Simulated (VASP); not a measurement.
A run of VASP 6.6.1 is set up as follows.

The input INCAR:

```
PREC = Accurate ; ENCUT = 520
EDIFF = 1E-7 ; ISMEAR = 0
SIGMA = 0.1 ; LREAL = F
LASPH = T ; NELM = 60
ALGO = Normal ; ISIF = 2
LWAVE = F ; LCHARG = T
GGA = PE ; LELF = T
LVHAR = T ; NBANDS = 28
```

File KPOINTS:

```
regular mesh
0
Gamma
  6 6 4
```

File POSCAR:

```
PbS
1.0
    5.0102055353     -0.0000000033      0.0000000000
   -2.5051027648      4.3389652734      0.0000000000
    0.0000000000      0.0000000000      6.0209256154
Pb S
2 2
Direct
    0.3333333333      0.6666666667      0.2500000000
    0.6666666667      0.3333333333      0.7500000000
    0.6666666667      0.3333333333      0.2500000000
    0.3333333333      0.6666666667      0.7500000000
```

Potentials or basis: VASP PAW PBE potentials, release 64 (Pb_d, S).

Run with:

```bash
$ cat potpaw_PBE.64/Pb_d/POTCAR potpaw_PBE.64/S/POTCAR > POTCAR
$ mpirun -np 1 vasp_std > vasp.out
```

Task: Predict the band gap on the k mesh.

Result: 1.43 eV, direct.

Task: What does it give for the pressure?

Result: 0.3 GPa.

Caveat: spin-orbit coupling is left out, which moves the levels of the heavy elements. A k mesh can miss the band edges.
